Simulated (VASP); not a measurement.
## Au: single point with PBE

Crystal: Au.

```
Au
1.0
     2.82318    0.00000    0.00000
    -1.41159    2.44495    0.00000
     0.00000    0.00000    2.80481
Au
1
Cartesian
  0.0000 0.0000 1.4024
```

This isn't the form of Au at room conditions, which is fcc.

```
Program                 : VASP 6.6.1
Task                    : single point
Functional              : PBE
Potentials or basis     : VASP PAW PBE potentials, release 64 (Au)
Cutoff                  : 520 eV
k mesh                  : 24 × 24 × 20
Occupations             : gaussian, width 0.1 eV
Spin                    : no spin polarisation
Dipole correction       : no
k mesh for the DOS      : 36 × 36 × 30
Occupations for the DOS : tetrahedron
Further INCAR settings  : ALGO = Fast; EDIFF = 1e-06
```

```yaml
Valence_electrons_inside_the_program's_atomic_spheres: Au 9.62
```

Levels at points of the mesh, in eV from the Fermi level:
```csv
k point,band 2,band 3,band 4,band 5,band 6,band 7,band 8,band 9
"(0.00, 0.00, 0.00)",-5.92,-4.15,-4.15,-1.73,-1.73,12.29,15.34,19.02
"(0.50, 0.00, 0.00)",-5.23,-3.41,-2.09,-1.30,-0.19,3.00,12.09,16.59
"(0.00, 0.00, 0.50)",-3.91,-3.91,-2.85,-2.85,-1.18,1.23,17.65,20.22
"(0.50, 0.00, 0.50)",-5.86,-3.43,-1.21,-0.85,3.77,4.68,7.47,12.47
```

Wall time 2.8 min on 1 thread of Intel(R) Xeon(R) Platinum 8488C (Sapphire Rapids), with other jobs on the host, peak memory 0.53 GiB.

Caveat: spin-orbit coupling is left out, which moves the levels of the heavy elements.
